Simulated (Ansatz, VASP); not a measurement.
**Pb in VASP and in Ansatz**

The input INCAR:

```
  PREC = Accurate
  ENCUT = 520
  EDIFF = 1E-6
  ISMEAR = 0
  SIGMA = 0.15
  LREAL = False
  LASPH = True
  NELM = 80
  ALGO = Fast
  ISIF = 2
  LWAVE = False
  LCHARG = False
  GGA = CA
  NBANDS = 13
```

The input KPOINTS:

```
regular mesh
0
Gamma
  16 16 16
```

The input POSCAR:

```
Pb
1.0
    0.0000000000      2.6673840000      2.2722160000
    2.6673840000      0.0000000000      2.2722160000
    2.6673840000      2.6673840000      0.0000000000
Pb
1
Direct
    0.0000000000      0.0000000000      0.0000000000
```

Input for Ansatz:

```yaml
crystal:
  lattice:
    - [0.0, 2.667384, 2.272216]
    - [2.667384, 0.0, 2.272216]
    - [2.667384, 2.667384, 0.0]
  atoms:
    - { symbol: Pb, position: [0.0, 0.0, 0.0] }
basis:
  ecutwfc: 420
kpoints:
  mp_grid: { grid: [16, 16, 16] }
hamiltonian:
  xc: lda
scf:
  occupations: { method: gaussian, width: 0.15 }
output:
  forces: true
  stress: true
  eigenvalues: true
```

Change from the starting cell: strain +0.080 along x and y, -0.080 along z, atoms carried along.

Alike in both runs: task single point; functional LDA; k mesh 16 × 16 × 16; occupations gaussian, width 0.15 eV; no spin polarisation.

|  | VASP | Ansatz |
| --- | --- | --- |
| version | VASP 6.6.1 | Ansatz 0.2.0 |
| potentials or method | VASP PAW LDA potentials, release 64 (Pb_d), cutoff 520 eV | scalar-relativistic, plane waves, PAW |
| valence electrons in the cell | 14 | 14 |

Ansatz gave:

```
gap on the k mesh at the Fermi level (eV)                     : none
pressure (GPa)                                                : -4.3
traceless stress, the component that is largest in VASP (GPa) : 0.68
```

Problem. Estimate VASP's values.

Solution. gap on the k mesh at the Fermi level (eV): none; pressure (GPa): -4.2; traceless stress, the component that is largest in VASP (GPa): 0.68.

LDA's correlation is that of Perdew and Zunger in VASP and of Perdew and Wang (1992) in Ansatz. A gap of «none» marks a metal or a gap that the smearing closes.

Neither program's run includes spin-orbit coupling.
